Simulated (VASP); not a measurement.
A run of VASP 6.6.1 is set up as follows.

File POSCAR:

```
YSi2
1.0
    3.8456990000      0.0000000000      0.0000000000
   -1.9228490000      3.3304750000      0.0000000000
    0.0000000000      0.0000000000      4.1353750000
Si Y
2 1
Direct
    0.3333000000      0.6667000000      0.5000000000
    0.6666000000      0.3333000000      0.5000000000
    0.0000000000      0.0000000000      0.0000000000
```

The input INCAR.step1:

```
PREC = Accurate ; ENCUT = 520
ISMEAR = -1 ; SIGMA = 0.1
LREAL = F ; LASPH = T
NELM = 100 ; NBANDS = 16
GGA = PE ; ALGO = Normal
EDIFF = 1E-4 ; LWAVE = T
LCHARG = F
```

The input INCAR.step2:

```
PREC = Accurate ; ENCUT = 520
EDIFF = 1E-6 ; ISMEAR = -1
SIGMA = 0.1 ; LREAL = F
LASPH = T ; NELM = 100
ALGO = Normal ; ISIF = 2
LWAVE = F ; LCHARG = F
METAGGA = R2SCAN ; LMIXTAU = T
NBANDS = 16 ; ISTART = 1
```

File KPOINTS:

```
Automatic mesh
0
Gamma
  10 10 8
```

Potentials or basis: VASP PAW PBE potentials, release 64 (Si, Y_sv).

The run is started by

```bash
$ cat potpaw_PBE.64/Si/POTCAR potpaw_PBE.64/Y_sv/POTCAR > POTCAR
$ cp INCAR.step1 INCAR
$ mpirun -np 1 vasp_std > vasp.out
$ cp INCAR.step2 INCAR
$ mpirun -np 1 vasp_std > vasp.out
```

Estimate the largest force.

0.004 eV/Å.

Predict the pressure.

10.9 GPa.

Forces in eV/Å, atoms in the order of the input:
```
Si   0.000 -0.004  0.000
Si   0.000  0.004  0.000
Y   -0.001  0.000  0.000
```

Caveat: the PAW data sets were made with another functional, which shifts forces and pressure a little.
